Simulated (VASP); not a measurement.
# H12C11S10O6 in VASP: notebook

Runs on H12C11S10O6. Level: PBE. Tasks: single point.

Program: VASP 6.6.1. These are calculated values, not measurements. Logs are shortened: lines on timing, memory, paths and dates and some standing lists are left out, and cuts for length are marked.

**1. The cell of the first run**

The cell holds a disordered packing, 39 atoms: a = 8.848 Å, b = 8.848 Å, c = 8.848 Å, α = 90.00°, β = 90.00°, γ = 90.00°.

**2. Single point, PBE**

INCAR reads:

```
SYSTEM = H12C11S10O6
  ALGO = Normal
  EDIFF = 1E-6
  ENCUT = 910
  GGA = PE
  GGA_COMPAT = .False.
  ISIF = 2
  ISMEAR = -1
  LASPH = .True.
  LCHARG = .False.
  LREAL = Auto
  LWAVE = .False.
  NBANDS = 101
  NELM = 120
  PREC = Accurate
  SIGMA = 0.02
```

KPOINTS reads:

```
k-points
0
Gamma
  1 1 1
  0 0 0
```

POSCAR reads:

```
H12C11S10O6
1.0
    8.8484930000      0.0000000000      0.0000000000
    0.0000000000      8.8484930000      0.0000000000
    0.0000000000      0.0000000000      8.8484930000
S C O H
10 11 6 12
Direct
    0.9036680031      0.4994070742      1.0927058427
    0.9111382017      0.4142626321      0.7526931422
    0.5471327151      0.6794038262      0.8465622338
    0.3038935557      0.5027861807      0.6693343149
    0.4714136068      0.3408829051      0.2672206442
    0.5843819959      0.1840878441     -0.0272927831
    0.0325479152      0.7556880025      0.4493420518
   -0.0996779904      0.9610902105      0.1954005049
    0.6773469787      0.0045996533      0.6229874398
    0.5010118672     -0.0584054256      0.3154435450
    0.8940731490      0.4566314287      0.9257169554
    0.4258352241      0.5869813086      0.7655992947
    0.5258635567      0.2707014629      0.1166752350
   -0.0310787385      0.8532639400      0.3169918313
    0.5892189777     -0.0309770263      0.4747249051
    0.2879247348      0.6219477147      0.2004522126
    0.0066112953      0.8121043888      0.8329101916
    0.8871228129      0.2531504517      0.4165455067
    0.2219926037      0.0274057967      0.6109740947
    0.1818049695      0.2060689882      0.0008249992
    0.7003452452      0.5764823456      0.3866082055
    0.2437025152      0.6567785045      0.0792112284
   -0.0713115781      0.9197611390      0.8643731763
    1.0038206506      0.2518168913      0.4885125637
    0.2757418693     -0.0752670539      0.6800819077
    0.0849071136      0.2300052676      0.0933605304
    0.6525404947      0.5798275480      0.5153871964
    0.3817260182      0.6769288284      0.2664634532
    0.2240946566      0.5409734742      0.2671076306
    0.1227214623      0.7953783769      0.8806019285
   -0.0369780481      0.7162236553      0.7569085493
    0.8888971263      0.2635703051      0.2851785044
    0.7694869624      0.2418151882      0.4653899822
    0.1379443935      0.1083348317      0.6684189048
    0.2331696482      0.0426061251      0.4848057178
    0.2638754418      0.3007065723     -0.0328756546
    0.2096515192      0.0869865637     -0.0363112679
    0.6550154925      0.6446295431      0.2874048722
    0.8053574773      0.5214334237      0.3491441989
```

Potentials or basis: VASP PAW PBE potentials, release 64 (S, C_h, O_h, H_h).

Command:

```console
> cat potpaw_PBE.64/S/POTCAR potpaw_PBE.64/C_h/POTCAR potpaw_PBE.64/O_h/POTCAR potpaw_PBE.64/H_h/POTCAR > POTCAR
> mpirun -np 1 vasp_gam > vasp.out
```

OUTCAR:

```text
SYSTEM = H12C11S10O6
   EDIFF = 1E-6
   ENCUT = 910
   GGA = PE
   ISIF = 2
   ISMEAR = -1
   LASPH = .True.
   LREAL = Auto
   NELM = 120
   PREC = Accurate

 ion  position               nearest neighbor table
   1  0.904  0.499  0.093-  11 1.53
   2  0.911  0.414  0.753-  11 1.58
   3  0.547  0.679  0.847-  12 1.53
   4  0.304  0.503  0.669-  12 1.56
   5  0.471  0.341  0.267-  13 1.55
   6  0.584  0.184  0.973-  13 1.57
   7  0.033  0.756  0.449-  14 1.56
   8  0.900  0.961  0.195-  14 1.56
   9  0.677  0.005  0.623-  15 1.56
  10  0.501  0.942  0.315-  15 1.63
  11  0.894  0.457  0.926-   1 1.53   2 1.58
  12  0.426  0.587  0.766-   3 1.53   4 1.56
  13  0.526  0.271  0.117-   5 1.55   6 1.57
  14  0.969  0.853  0.317-   7 1.56   8 1.56
  15  0.589  0.969  0.475-   9 1.56  10 1.63
  16  0.288  0.622  0.200-  29 1.09  28 1.13  22 1.18
  17  0.007  0.812  0.833-  30 1.12  31 1.15  23 1.21
  18  0.887  0.253  0.417-  33 1.13  32 1.17  24 1.21
  19  0.222  0.027  0.611-  35 1.13  34 1.15  25 1.19
  20  0.182  0.206  0.001-  37 1.13  36 1.15  26 1.20
  21  0.700  0.576  0.387-  39 1.10  38 1.14  27 1.22
  22  0.244  0.657  0.079-  16 1.18
  23  0.929  0.920  0.864-  17 1.21
  24  0.004  0.252  0.489-  18 1.21
  25  0.276  0.925  0.680-  19 1.19
  26  0.085  0.230  0.093-  20 1.20
  27  0.653  0.580  0.515-  21 1.22
[... 10 lines left out ...]
  38  0.655  0.645  0.287-  21 1.14
  39  0.805  0.521  0.349-  21 1.10

  LATTYP: Found a simple cubic cell.
 ALAT       =     8.8484930000

  Lattice vectors:

 A1 = (   8.8484930000,   0.0000000000,   0.0000000000)
 A2 = (   0.0000000000,   8.8484930000,   0.0000000000)
 A3 = (   0.0000000000,   0.0000000000,   8.8484930000)

Analysis of symmetry for initial positions (statically):
=====================================================================
 Subroutine PRICEL returns:
 Original cell was already a primitive cell.

 Routine SETGRP: Setting up the symmetry group for a
 simple cubic supercell.

 Subroutine GETGRP returns: Found  1 space group operations
 (whereof  1 operations were pure point group operations)
 out of a pool of 48 trial point group operations.

The static configuration has the point symmetry C_1 .

Analysis of symmetry for dynamics (positions and initial velocities):
=====================================================================
 Subroutine PRICEL returns:
 Original cell was already a primitive cell.

 Routine SETGRP: Setting up the symmetry group for a
 simple cubic supercell.

 Subroutine GETGRP returns: Found  1 space group operations
 (whereof  1 operations were pure point group operations)
 out of a pool of 48 trial point group operations.

The dynamic configuration has the point symmetry C_1 .

 Subroutine INISYM returns: Found  1 space group operations
 (whereof  1 operations are pure point group operations),
 and found     1 'primitive' translations

----------------------------------------------------------------------------------------

                                     Primitive cell

  volume of cell :     692.8001

  direct lattice vectors                    reciprocal lattice vectors
     8.848493000  0.000000000  0.000000000     0.113013595  0.000000000  0.000000000
     0.000000000  8.848493000  0.000000000     0.000000000  0.113013595  0.000000000
     0.000000000  0.000000000  8.848493000     0.000000000  0.000000000  0.113013595

  length of vectors
     8.848493000  8.848493000  8.848493000     0.113013595  0.113013595  0.113013595

  position of ions in fractional coordinates (direct lattice)
     0.903668003  0.499407074  0.092705843
     0.911138202  0.414262632  0.752693142
     0.547132715  0.679403826  0.846562234
     0.303893556  0.502786181  0.669334315
     0.471413607  0.340882905  0.267220644
     0.584381996  0.184087844  0.972707217
[... 31 lines left out ...]
     0.655015492  0.644629543  0.287404872
     0.805357477  0.521433424  0.349144199

  ion indices of the primitive-cell ions
   primitive index   ion index
                 1           1
                 2           2
                 3           3
                 4           4
                 5           5
                 6           6
[... 31 lines left out ...]
                38          38
                39          39

----------------------------------------------------------------------------------------

 KPOINTS: k-points

Automatic generation of k-mesh.
 Grid dimensions read from file:
 generate k-points for:    1    1    1

 Generating k-lattice:

  Cartesian coordinates                     Fractional coordinates (reciprocal lattice)
     0.113013595  0.000000000  0.000000000     1.000000000  0.000000000  0.000000000
     0.000000000  0.113013595  0.000000000     0.000000000  1.000000000  0.000000000
     0.000000000  0.000000000  0.113013595     0.000000000  0.000000000  1.000000000

  Length of vectors
     0.113013595  0.113013595  0.113013595

  Shift w.r.t. Gamma in fractional coordinates (k-lattice)
     0.000000000  0.000000000  0.000000000

 Subroutine IBZKPT returns following result:
 ===========================================

 Found      1 irreducible k-points:

 Following reciprocal coordinates:
            Coordinates               Weight
  0.000000  0.000000  0.000000      1.000000
   k-points           NKPTS =      1   k-points in BZ     NKDIM =      1   number of bands    NBANDS=    101
   number of dos      NEDOS =    301   number of ions     NIONS =     39
   total plane-waves  NPLWV = 729000
   dimension x,y,z NGX =    90 NGY =   90 NGZ =   90
   dimension x,y,z NGXF=   180 NGYF=  180 NGZF=  180
   ions per type =              10  11   6  12
   NGX,Y,Z   is equivalent  to a cutoff of  16.91, 16.91, 16.91 a.u.
   NGXF,Y,Z  is equivalent  to a cutoff of  33.82, 33.82, 33.82 a.u.
 SYSTEM =  H12C11S10O6
   PREC   = accura    normal or accurate (medium, high low for compatibility)
   ISTART =      0    job   : 0-new  1-cont  2-samecut
   ICHARG =      2    charge: 1-file 2-atom 10-const
   ISPIN  =      1    spin polarized calculation?
   LNONCOLLINEAR =      F non collinear calculations
   LSORBIT =      F    spin-orbit coupling
   LASPH  =      T    aspherical Exc in radial PAW
   ENCUT  =  910.0 eV  66.88 Ry    8.18 a.u.  21.76 21.76 21.76*2*pi/ulx,y,z
   NELM   =    120;   NELMIN=  2; NELMDL= -5     # of ELM steps
   EDIFF  = 0.1E-05   stopping-criterion for ELM
   LREAL  =      T    real-space projection
   EDIFFG = 0.1E-04   stopping-criterion for IOM
   NSW    =      0    number of steps for IOM
   IBRION =     -1    ionic relax: 0-MD 1-quasi-New 2-CG
   NFREE  =      0    steps in history (QN), initial steepest desc. (CG)
   ISIF   =      2    stress and relaxation
   ISYM   =      2    0-nonsym 1-usesym 2-fastsym
   POTIM  = 0.5000    time-step for ionic-motion
   TEBEG  =    0.0;   TEEND  =   0.0 temperature during run
   PSTRESS=    0.0 pullay stress
   NELECT =     152.0000    total number of electrons
   NUPDOWN=      -1.0000    fix difference up-down
   EMIN   =  10.00;   EMAX   =-10.00  energy-range for DOS
   EFERMI =   0.00;   METHOD = LEGACY
   ISMEAR =    -1;   SIGMA  =   0.02  broadening in eV -4-tet -1-fermi 0-gaus
   EFERMI_NEDOS =   21; number of points for ismear=-14 and -15
   IALGO  =     38    algorithm
   IMIX   =      4    mixing-type and parameters
     AMIX     =   0.40;   BMIX     =  1.00
     AMIX_MAG =   1.60;   BMIX_MAG =  1.00
  volume/ion in A,a.u.               =      17.76       119.88
  Fermi-wavevector in a.u.,A,eV,Ry     =   0.987385  1.865888 13.264728  0.974930
  Thomas-Fermi vector in A             =   2.118836
   LORBIT       =      0    0 simple, 1 ext, 2 COOP (PROOUT), +10 PAW based schemes
   GGA     = PE    functional components
   LHFCALC =     F    Hartree Fock is set to
   AEXX    =    0.0000 exact exchange contribution
   IVDW    =     0    specifies the selected vdW correction
   LEPSILON=     F    determine dielectric tensor
   LRPA    =     F    only Hartree local field effects (RPA)
 non-spin polarized calculation
  energy-cutoff  :      910.00
  volume of cell :      692.80
 maximum number of plane-waves:     21574
 NGX is ok and might be reduce to    90
   NGX = 43   NGY = 43   NGZ = 43

 number of electron     151.9999997 magnetization

 Free energy of the ion-electron system (eV)
  ---------------------------------------------------
  ext. energy  EPLUGINS =         0.00000000
  ---------------------------------------------------
  free energy    TOTEN  =      -215.86376492 eV

  energy without entropy =     -215.86376492  energy(sigma->0) =     -215.86376492

 E-fermi :  -0.2128     XC(G=0):  -7.2016

 val. band max:       -0.6944154669   @ k =   0.0000   0.0000   0.0000
 cond. band min:       1.6602935976   @ k =   0.0000   0.0000   0.0000
 fundamental gap:      2.3547090645
 Fermi energy:        -0.2127852292

 k-point     1 :       0.0000    0.0000    0.0000
  band No.  band energies     occupation
      1     -21.9201      2.00000
      2     -21.7720      2.00000
      3     -21.7542      2.00000
      4     -21.6957      2.00000
      5     -21.5874      2.00000
      6     -21.4040      2.00000
[... 80 lines left out ...]
     87       2.6371      0.00000
     88       2.6519      0.00000
 [bands above 88 left out]

------------------------ aborting loop because EDIFF is reached ----------------------------------------

  FORCE on cell =-STRESS in cart. coord.  units (eV):
  Direction    XX          YY          ZZ          XY          YZ          ZX
  --------------------------------------------------------------------------------------
  -------------------------------------------------------------------------------------
  Total        3.7529611      6.1854048      0.9131584     -1.2740462     -2.6337964     -1.7954019
  in kB        8.6791404     14.3044371      2.1117804     -2.9463736     -6.0909473     -4.1520667
  external PRESSURE =       8.3651193 kB  Pullay stress =       0.0000000 kB

 VOLUME and BASIS-vectors are now :
 -----------------------------------------------------------------------------
  energy-cutoff  :      910.00
  volume of cell :      692.80
      direct lattice vectors                 reciprocal lattice vectors
     8.848493000  0.000000000  0.000000000     0.113013595  0.000000000  0.000000000
     0.000000000  8.848493000  0.000000000     0.000000000  0.113013595  0.000000000
     0.000000000  0.000000000  8.848493000     0.000000000  0.000000000  0.113013595

 POSITION                                       TOTAL-FORCE (eV/Angst)
 -----------------------------------------------------------------------------------
      7.99610      4.41900      0.82031        -0.392351      0.522920      0.928326
      8.06220      3.66560      6.66020        -0.365466      0.141591      1.201140
      4.84130      6.01170      7.49080         0.748450      0.399204      0.746850
      2.68900      4.44890      5.92260         0.047004     -0.162055      0.205488
      4.17130      3.01630      2.36450        -0.154643      0.248988      0.366922
      5.17090      1.62890      8.60699        -0.341139      0.619171      0.721475
[... 31 lines left out ...]
      5.79590      5.70400      2.54310        -0.350647     -0.208224      0.590968
      7.12620      4.61390      3.08940         0.336256     -0.670431      0.475104
 -----------------------------------------------------------------------------------
    total drift:                               -0.003419     -0.011438      0.001248

  FREE ENERGIE OF THE ION-ELECTRON SYSTEM (eV)
  ---------------------------------------------------
  free  energy   TOTEN  =      -215.8637649204 eV

  energy  without entropy=     -215.8637649204  energy(sigma->0) =     -215.86376492
```

Wall time 2.5 min (1 thread of AMD EPYC 9R45 (Zen 5), shared host); peak memory 1.2 GiB.

What came out:

* Free energy: -215.8638 eV
* Pressure: 0.8 GPa
* Largest force: 2.775 eV/Å
* Band gap on the k mesh: 2.35 eV

Forces in eV/Å, atoms in the order of the input:
```
S   -0.392  0.523  0.928
S   -0.365  0.142  1.201
S    0.748  0.399  0.747
S    0.047 -0.162  0.205
S   -0.155  0.249  0.367
S   -0.341  0.619  0.721
S    0.147 -0.241 -0.109
S    0.380 -0.646  0.349
S   -0.282 -0.357 -0.385
S    1.288  0.277  2.443
C    0.479 -0.390 -2.344
C   -0.774 -0.316 -0.821
C    0.651 -0.925 -1.102
C   -0.559  0.689 -0.254
C   -1.078 -0.138 -1.940
C    0.274  0.008  2.397
C    0.230 -1.279 -0.239
C   -0.179 -0.026 -1.611
C   -1.851  1.267 -0.319
C    1.416  0.041  0.239
C   -0.173  1.080  0.006
O   -0.234  0.867 -2.379
O   -0.313  0.534 -0.129
O   -0.457  0.060 -0.033
O    0.996 -0.840  0.475
O   -0.308 -0.071  0.221
O    0.176 -0.152 -0.937
H    0.125 -0.001 -0.506
H   -0.326 -0.854  0.562
H   -0.316  0.093 -0.155
H    0.308  0.738  0.502
H    0.072 -0.011  1.263
H    0.649  0.137  0.099
H    0.762 -0.296 -0.453
H    0.284  0.045  0.398
H   -0.683 -0.681 -0.190
H   -0.233  0.497 -0.283
H   -0.351 -0.208  0.591
H    0.336 -0.670  0.475
```

Stress tensor (GPa, compression positive):
```
 0.87 -0.29 -0.42
-0.29  1.43 -0.61
-0.42 -0.61  0.21
```

Caveat: the k points lie up to 0.71 Å⁻¹ apart; the cutoff is under 1.25 times the usual one of these potentials, so pressure, stress and relaxed cells hold a basis-set (Pulay) error.

(Continued in part 2 of 2.)
